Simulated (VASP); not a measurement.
Crystal: InNiF.

```
CELL_PARAMETERS angstrom
3.48000 0.00000 0.00000
0.00000 3.48000 0.00000
0.00000 0.00000 6.30333
ATOMIC_POSITIONS crystal
F 0.75000 0.25000 0.00000
F 0.25000 0.75000 0.00000
In 0.25000 0.25000 0.64480
In 0.75000 0.75000 0.35520
Ni 0.25000 0.25000 0.22861
Ni 0.75000 0.75000 0.77139
```

| Quantity | Value |
| --- | --- |
| Program | VASP 6.6.1 |
| Task | relaxation of cell and atoms |
| Functional | PBE |
| Potentials or basis | VASP PAW PBE potentials, release 64 (F, In_d, Ni) |
| Cutoff | 600 eV |
| k mesh | 5 × 5 × 3 |
| Occupations | gaussian, width 0.1984 eV |
| Spin | no spin polarisation |

At the start: pressure 14.2 GPa; volume 12.72 Å³/atom.

Task: Where does the relaxation end?

Result: Over 11 steps the energy falls by 82.0 meV/atom and the volume is 14.23 Å³/atom (+11.9 %); space group P4/nmm (No. 129, to 0.1 Å) before and after.

The path:
```csv
step,energy change (eV),largest force (eV/Å),pressure (GPa),volume (Å³)
1,0.0000,1.2007,14.21,76.34
2,-0.3963,0.5436,-4.05,89.49
3,-0.4334,0.6475,-0.87,86.06
4,-0.4682,0.3812,-0.36,85.64
5,-0.4853,0.1176,0.51,85.05
6,-0.4854,0.1168,0.45,85.09
7,-0.4903,0.0509,-0.17,85.59
8,-0.4908,0.0239,-0.43,85.82
9,-0.4919,0.0216,0.04,85.35
10,-0.4919,0.0217,0.03,85.36
11,-0.4920,0.0070,-0.03,85.39
```

Final structure:
```
CELL_PARAMETERS angstrom
3.59090 0.00000 0.00000
0.00000 3.59090 0.00000
0.00000 0.00000 6.62254
ATOMIC_POSITIONS crystal
F 0.75000 0.25000 0.00000
F 0.25000 0.75000 0.00000
In 0.25000 0.25000 0.64078
In 0.75000 0.75000 0.35922
Ni 0.25000 0.25000 0.20884
Ni 0.75000 0.75000 0.79116
```
